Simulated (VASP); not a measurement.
# Sb (I4/mmm) in VASP: a series of runs

Runs on Sb. Level: LDA. Tasks: single point.

Program: VASP 6.6.1. These are calculated values, not measurements. Logs are shortened: lines on timing, memory, paths and dates and some standing lists are left out, and cuts for length are marked.

## Step 1: The cell of the first run

It takes space group I4/mmm (No. 139, tetragonal). Conventional cell: a = 3.242 Å, b = 3.242 Å, c = 5.131 Å, α = 90.00°, β = 90.00°, γ = 90.00°. Sb (site symmetry 4/mmm) has 12 Sb at 3.24 to 3.44 Å within 4.3 Å.

## Step 2: Single point, LDA

Contents of INCAR:

```
PREC     = Accurate       # precision mode
ENCUT    = 520            # plane-wave cutoff, eV
EDIFF    = 1E-7           # SCF threshold, eV
ISMEAR   = 0              # smearing method
SIGMA    = 0.15           # smearing width, eV
LREAL    = F              # projectors in reciprocal space
LASPH    = T              # aspherical terms in the spheres
NELM     = 100            # most SCF steps
ALGO     = Normal         # electronic algorithm
ISIF     = 2              # what is computed and relaxed
LWAVE    = F              # write WAVECAR
LCHARG   = T              # write CHGCAR
LELF     = T              # ELF
LVHAR    = T            
NBANDS   = 8              # bands
```

Contents of KPOINTS:

```
regular mesh
0
Gamma
  24 24 24
```

Contents of POSCAR:

```
Sb
1.0
   -1.6209729544      1.6209729544      2.5653012759
    1.6209729544     -1.6209729544      2.5653012759
    1.6209729544      1.6209729544     -2.5653012759
Sb
1
Direct
    0.0000000000      0.0000000000      0.0000000000
```

Potentials or basis: VASP PAW LDA potentials, release 64 (Sb).

The run is started by

```
$ cat potpaw_LDA.64/Sb/POTCAR > POTCAR
$ mpirun -np 1 vasp_std > vasp.out
```

OUTCAR:

```text
PREC = Accurate
   ENCUT = 520
   EDIFF = 1E-7
   ISMEAR = 0
   LREAL = F
   LASPH = T
   NELM = 100
   ISIF = 2

 ion  position               nearest neighbor table
   1  0.000  0.000  0.000-

  LATTYP: Found a body centered tetragonal cell.
 ALAT       =     3.2419459088
 C/A-ratio  =     1.5825688325

  Lattice vectors:

 A1 = (  -1.6209729544,   1.6209729544,   2.5653012759)
 A2 = (   1.6209729544,  -1.6209729544,   2.5653012759)
 A3 = (   1.6209729544,   1.6209729544,  -2.5653012759)

Analysis of symmetry for initial positions (statically):
=====================================================================
 Subroutine PRICEL returns:
 Original cell was already a primitive cell.

 Routine SETGRP: Setting up the symmetry group for a
 body centered tetragonal supercell.

 Subroutine GETGRP returns: Found 16 space group operations
 (whereof 16 operations were pure point group operations)
 out of a pool of 16 trial point group operations.

The static configuration has the point symmetry D_4h.

Analysis of symmetry for dynamics (positions and initial velocities):
=====================================================================
 Subroutine PRICEL returns:
 Original cell was already a primitive cell.

 Routine SETGRP: Setting up the symmetry group for a
 body centered tetragonal supercell.

 Subroutine GETGRP returns: Found 16 space group operations
 (whereof 16 operations were pure point group operations)
 out of a pool of 16 trial point group operations.

The dynamic configuration has the point symmetry D_4h.

 Subroutine INISYM returns: Found 16 space group operations
 (whereof 16 operations are pure point group operations),
 and found     1 'primitive' translations

----------------------------------------------------------------------------------------

                                     Primitive cell

  volume of cell :      26.9619

  direct lattice vectors                    reciprocal lattice vectors
    -1.620972954  1.620972954  2.565301276     0.000000000  0.308456720  0.194908881
     1.620972954 -1.620972954  2.565301276     0.308456720  0.000000000  0.194908881
     1.620972954  1.620972954 -2.565301276     0.308456720  0.308456720  0.000000000

  length of vectors
     3.440330983  3.440330983  3.440330983     0.364876718  0.364876718  0.436223676

  position of ions in fractional coordinates (direct lattice)
     0.000000000  0.000000000  0.000000000

  ion indices of the primitive-cell ions
   primitive index   ion index
                 1           1

----------------------------------------------------------------------------------------

 KPOINTS: regular mesh

Automatic generation of k-mesh.
 Grid dimensions read from file:
 generate k-points for:   24   24   24

 Generating k-lattice:

  Cartesian coordinates                     Fractional coordinates (reciprocal lattice)
     0.000000000  0.012852363  0.008121203     0.041666667 -0.000000000  0.000000000
     0.012852363  0.000000000  0.008121203    -0.000000000  0.041666667  0.000000000
     0.012852363  0.012852363  0.000000000     0.000000000  0.000000000  0.041666667

  Length of vectors
     0.015203197  0.015203197  0.018175987

  Shift w.r.t. Gamma in fractional coordinates (k-lattice)
     0.000000000  0.000000000  0.000000000

 Subroutine IBZKPT returns following result:
 ===========================================

 Found   1063 irreducible k-points:

 Following reciprocal coordinates:
            Coordinates               Weight
  0.000000  0.000000  0.000000      1.000000
  0.041667  0.000000 -0.000000      8.000000
  0.083333  0.000000 -0.000000      8.000000
  0.125000  0.000000  0.000000      8.000000
  0.166667  0.000000 -0.000000      8.000000
  0.208333  0.000000 -0.000000      8.000000
[... 16 lines left out ...]
  0.416667  0.041667 -0.000000     16.000000
  0.458333  0.041667 -0.000000     16.000000
 [... further k-points ...]
   k-points           NKPTS =   1063   k-points in BZ     NKDIM =   1063   number of bands    NBANDS=      8
   number of dos      NEDOS =    301   number of ions     NIONS =      1
   total plane-waves  NPLWV =  21952
   dimension x,y,z NGX =    28 NGY =   28 NGZ =   28
   dimension x,y,z NGXF=    56 NGYF=   56 NGZF=   56
   ions per type =               1
   NGX,Y,Z   is equivalent  to a cutoff of  13.53, 13.53, 13.53 a.u.
   NGXF,Y,Z  is equivalent  to a cutoff of  27.06, 27.06, 27.06 a.u.
 SYSTEM =  unknown system
   PREC   = accura    normal or accurate (medium, high low for compatibility)
   ISTART =      0    job   : 0-new  1-cont  2-samecut
   ICHARG =      2    charge: 1-file 2-atom 10-const
   ISPIN  =      1    spin polarized calculation?
   LNONCOLLINEAR =      F non collinear calculations
   LSORBIT =      F    spin-orbit coupling
   LASPH  =      T    aspherical Exc in radial PAW
   ENCUT  =  520.0 eV  38.22 Ry    6.18 a.u.   6.40  6.40  6.40*2*pi/ulx,y,z
   NELM   =    100;   NELMIN=  2; NELMDL= -5     # of ELM steps
   EDIFF  = 0.1E-06   stopping-criterion for ELM
   LREAL  =      F    real-space projection
   EDIFFG = 0.1E-05   stopping-criterion for IOM
   NSW    =      0    number of steps for IOM
   IBRION =     -1    ionic relax: 0-MD 1-quasi-New 2-CG
   NFREE  =      0    steps in history (QN), initial steepest desc. (CG)
   ISIF   =      2    stress and relaxation
   ISYM   =      2    0-nonsym 1-usesym 2-fastsym
   POTIM  = 0.5000    time-step for ionic-motion
   TEBEG  =    0.0;   TEEND  =   0.0 temperature during run
   PSTRESS=    0.0 pullay stress
   NELECT =       5.0000    total number of electrons
   NUPDOWN=      -1.0000    fix difference up-down
   EMIN   =  10.00;   EMAX   =-10.00  energy-range for DOS
   EFERMI =   0.00;   METHOD = LEGACY
   ISMEAR =     0;   SIGMA  =   0.15  broadening in eV -4-tet -1-fermi 0-gaus
   EFERMI_NEDOS =   21; number of points for ismear=-14 and -15
   IALGO  =     38    algorithm
   IMIX   =      4    mixing-type and parameters
     AMIX     =   0.40;   BMIX     =  1.00
     AMIX_MAG =   1.60;   BMIX_MAG =  1.00
  volume/ion in A,a.u.               =      26.96       181.95
  Fermi-wavevector in a.u.,A,eV,Ry     =   0.933573  1.764197 11.858269  0.871558
  Thomas-Fermi vector in A             =   2.060288
   LORBIT       =      0    0 simple, 1 ext, 2 COOP (PROOUT), +10 PAW based schemes
   GGA     = CA    functional components
   LHFCALC =     F    Hartree Fock is set to
   AEXX    =    0.0000 exact exchange contribution
   IVDW    =     0    specifies the selected vdW correction
   LEPSILON=     F    determine dielectric tensor
   LRPA    =     F    only Hartree local field effects (RPA)
 non-spin polarized calculation
 Gauss-broadening in eV      SIGMA  =   0.15
  energy-cutoff  :      520.00
  volume of cell :       26.96
 maximum number of plane-waves:       741
 NGX is ok and might be reduce to    28

 number of electron       5.0000000 magnetization

 Free energy of the ion-electron system (eV)
  ---------------------------------------------------
  ext. energy  EPLUGINS =         0.00000000
  ---------------------------------------------------
  free energy    TOTEN  =        -4.53651344 eV

  energy without entropy =       -4.52833233  energy(sigma->0) =       -4.53242288

 E-fermi :   8.3931     XC(G=0): -10.3644

 val. band max:        8.3859723783   @ k =  -0.3750  -0.3750   0.2083
 cond. band min:       8.3937924576   @ k =  -0.1667  -0.2083   0.0417
 fundamental gap:      0.0078200793
 Fermi energy:         8.3930579708

 k-point     1 :       0.0000    0.0000    0.0000
  band No.  band energies     occupation
      1      -4.5472      2.00000
      2      13.4548      0.00000
      3      13.6434      0.00000
      4      13.6434      0.00000
      5      17.7606      0.00000
      6      18.5045      0.00000
      7      18.5045      0.00000
      8      18.8593      0.00000

 k-point     2 :       0.0417    0.0000   -0.0000
  band No.  band energies     occupation
      1      -4.5129      2.00000
      2      13.2226      0.00000
      3      13.4573      0.00000
      4      13.6209      0.00000
      5      17.7446      0.00000
      6      18.1554      0.00000
      7      18.5670      0.00000
      8      19.4872      0.00000

 k-point     3 :       0.0833    0.0000   -0.0000
  band No.  band energies     occupation
      1      -4.4098      2.00000
      2      12.3783      0.00000
      3      13.2344      0.00000
      4      13.5580      0.00000
      5      17.4532      0.00000
      6      18.1921      0.00000
      7      18.7464      0.00000
      8      19.6516      0.00000

 k-point     4 :       0.1250    0.0000    0.0000
  band No.  band energies     occupation
      1      -4.2385      2.00000
      2      11.2576      0.00000
      3      12.9461      0.00000
      4      13.4668      0.00000
      5      17.1135      0.00000
      6      18.2386      0.00000
      7      19.0177      0.00000
      8      19.5756      0.00000

 k-point     5 :       0.1667    0.0000   -0.0000
  band No.  band energies     occupation
      1      -3.9997      2.00000
      2      10.0387      0.00000
      3      12.6170      0.00000
      4      13.3615      0.00000
      5      16.8063      0.00000
      6      18.0688      0.00000
      7      19.3289      0.00000
      8      19.8765      0.00000
[... 177 lines left out ...]
 k-point    22 :       0.3750    0.0417   -0.0000
  band No.  band energies     occupation
      1      -1.7354      2.00000
      2       4.1171      2.00000
      3      11.0859      0.00000
      4      12.5883      0.00000
      5      15.7099      0.00000
      6      17.3733      0.00000
      7      18.2313      0.00000
      8      20.0162      0.00000

 k-point    23 :       0.4167    0.0417   -0.0000
  band No.  band energies     occupation
      1      -1.2431      2.00000
      2       3.3161      2.00000
      3      10.9439      0.00000
      4      12.5797      0.00000
      5      15.6059      0.00000
      6      17.4002      0.00000
      7      18.0517      0.00000
      8      19.6922      0.00000

 k-point    24 :       0.4583    0.0417   -0.0000
  band No.  band energies     occupation
      1      -0.8764      2.00000
      2       2.7789      2.00000
      3      10.8563      0.00000
      4      12.5964      0.00000
      5      15.5528      0.00000
      6      17.4225      0.00000
      7      17.9860      0.00000
      8      19.4543      0.00000

 [... further k-points ...]
[... 5 lines left out ...]
  --------------------------------------------------------------------------------------
  -------------------------------------------------------------------------------------
  Total       -0.5399216     -0.5399216     -0.3121446      0.0000000      0.0000000      0.0000000
  in kB      -32.0842149    -32.0842149    -18.5488284      0.0000000      0.0000000      0.0000000
  external PRESSURE =     -27.5724194 kB  Pullay stress =       0.0000000 kB

 VOLUME and BASIS-vectors are now :
 -----------------------------------------------------------------------------
  energy-cutoff  :      520.00
  volume of cell :       26.96
      direct lattice vectors                 reciprocal lattice vectors
    -1.620972954  1.620972954  2.565301276     0.000000000  0.308456720  0.194908881
     1.620972954 -1.620972954  2.565301276     0.308456720  0.000000000  0.194908881
     1.620972954  1.620972954 -2.565301276     0.308456720  0.308456720  0.000000000

 POSITION                                       TOTAL-FORCE (eV/Angst)
 -----------------------------------------------------------------------------------
      0.00000      0.00000      0.00000        -0.000000      0.000000      0.000000
 -----------------------------------------------------------------------------------
    total drift:                                0.000000      0.000000     -0.000000

  FREE ENERGIE OF THE ION-ELECTRON SYSTEM (eV)
  ---------------------------------------------------
  free  energy   TOTEN  =        -4.5365134362 eV

  energy  without entropy=       -4.5283323272  energy(sigma->0) =       -4.53242288
```

It took 83 s on 1 thread of Intel Xeon 6975P-C (Granite Rapids), shared host; peak memory 0.33 GiB.

Results:

| Property | Result |
| --- | --- |
| Free energy | -4.5365 eV |
| Pressure | -2.8 GPa |

Caveat: spin-orbit coupling is left out, which moves the levels of the heavy elements.

## Step 3: Single point, LDA

This run uses another cell than the first one, of the same volume but with other edges.

Contents of INCAR:

```
SYSTEM = Sb
  PREC = Accurate
  ENCUT = 520
  EDIFF = 1E-6
  ISMEAR = 0
  SIGMA = 0.15
  LREAL = .FALSE.
  LASPH = .TRUE.
  NELM = 100
  ALGO = Normal
  ISIF = 2
  LWAVE = .FALSE.
  LCHARG = .FALSE.
  GGA = CA
  NBANDS = 8
```

Contents of KPOINTS:

```
regular mesh
0
G
  24 24 24
  0 0 0
```

Contents of POSCAR:

```
Sb
1.0
   -1.5272406777      1.5272406777      2.8898476584
    1.5272406777     -1.5272406777      2.8898476584
    1.5272406777      1.5272406777     -2.8898476584
Sb
1
Direct
    0.0000000000      0.0000000000      0.0000000000
```

Potentials or basis: VASP PAW LDA potentials, release 64 (Sb).

The run is started by

```
$ cat potpaw_LDA.64/Sb/POTCAR > POTCAR
$ mpirun -np 1 vasp_std > vasp.out
```

Wall time 74 s (1 thread of Intel Xeon 6975P-C (Granite Rapids), shared host); peak memory 0.33 GiB.

The run converged. Its results:

```yaml
Free_energy: -4.5362 eV
Pressure: -0.8 GPa
```

Stress tensor (GPa, compression positive):
```
 0.01  0.00  0.00
 0.00  0.01  0.00
 0.00  0.00 -2.44
```

Levels at points of the mesh, in eV from the Fermi level:
```
           k point  band 1  band 2  band 3  band 4  band 5  band 6  band 7
(0.00, 0.00, 0.00)  -13.01    3.47    5.55    5.55    8.56    9.07   11.13
(0.50, 0.00, 0.00)   -9.13   -5.79    0.92    5.22    6.28   10.81   11.23
(0.50, 0.50, 0.00)   -6.21   -4.14   -1.59    0.89    3.30    4.53   13.78
(0.50, 0.50, 0.50)  -10.15   -5.82    2.99    2.99    6.54    7.17   16.71
```

Caveat: spin-orbit coupling is left out, which moves the levels of the heavy elements.
